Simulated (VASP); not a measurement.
Wanted: the native input for a VASP 6.6.1 run.

* Task: single point
* Functional: PBEsol
* Potentials or basis: VASP PAW PBE potentials, release 64 (Ta_pv, N)
* Cutoff: 520 eV
* k mesh: 10 × 10 × 4
* Occupations: fermi-dirac, width 0.05 eV
* Spin: no spin polarisation
* Hubbard terms: Ta d U = 4.0 eV
* Dipole correction: no
* k mesh for the DOS: 15 × 15 × 6
* Occupations for the DOS: tetrahedron
* Further INCAR settings: ALGO = Normal; EDIFF = 1e-06; NBANDS = 27

The system is Ta3N.

```
CELL_PARAMETERS angstrom
3.03222 0.00000 0.00000
-1.51611 2.62598 0.00000
0.00000 0.00000 7.52414
ATOMIC_POSITIONS crystal
Ta 0.66667 0.33333 0.82607
Ta 0.33333 0.66667 0.17393
Ta 0.00000 0.00000 0.50000
N 0.00000 0.00000 0.00000
```

These files were run (other wordings do the same):

POSCAR

```
Ta3N
1.0
    3.0322239879      0.0000000000      0.0000000000
   -1.5161119940      2.6259830035      0.0000000000
    0.0000000000      0.0000000000      7.5241370000
Ta N
3 1
Direct
    0.6666666667      0.3333333333      0.8260700000
    0.3333333333      0.6666666667      0.1739300000
    0.0000000000      0.0000000000      0.5000000000
    0.0000000000      0.0000000000      0.0000000000
```

INCAR.step1

```
PREC = Accurate ; ENCUT = 520
EDIFF = 1E-6 ; ISMEAR = -1
SIGMA = 0.05 ; LREAL = F
LASPH = T ; NELM = 150
ALGO = Normal ; ISIF = 2
LWAVE = F ; LCHARG = T
LMAXMIX = 4 ; LDAU = T
LDAUTYPE = 2 ; LDAUL = 2 -1
LDAUU = 4 0 ; LDAUJ = 0 0
LDAUPRINT = 1 ; GGA = PS
NBANDS = 27
```

KPOINTS.step1

```
regular mesh
0
Gamma
  10 10 4
```

INCAR.step2

```
PREC = Accurate ; ENCUT = 520
EDIFF = 1E-6 ; ISMEAR = -5
SIGMA = 0.05 ; LREAL = F
LASPH = T ; NELM = 150
ALGO = Normal ; ISIF = 2
LWAVE = F ; LCHARG = F
LMAXMIX = 4 ; LDAU = T
LDAUTYPE = 2 ; LDAUL = 2 -1
LDAUU = 4 0 ; LDAUJ = 0 0
LDAUPRINT = 1 ; GGA = PS
LORBIT = 11 ; NBANDS = 27
NEDOS = 2001 ; ICHARG = 11
```

KPOINTS.step2

```
regular mesh
0
Gamma
  15 15 6
```

Potentials or basis: VASP PAW PBE potentials, release 64 (Ta_pv, N).

Run with:

```sh
$ cat potpaw_PBE.64/Ta_pv/POTCAR potpaw_PBE.64/N/POTCAR > POTCAR
$ cp INCAR.step1 INCAR
$ cp KPOINTS.step1 KPOINTS
$ mpirun -np 1 vasp_std > vasp.out
$ cp INCAR.step2 INCAR
$ cp KPOINTS.step2 KPOINTS
$ mpirun -np 1 vasp_std > vasp.out
```

It gave:

* Valence electrons inside the program's atomic spheres: Ta 8.78, 8.64 (each value once); N 3.77

Caveat: U without spin polarisation on a metal has little footing.

It took 5.5 min on 1 thread of Intel Xeon 8259CL (shared host), peak memory 0.31 GiB.
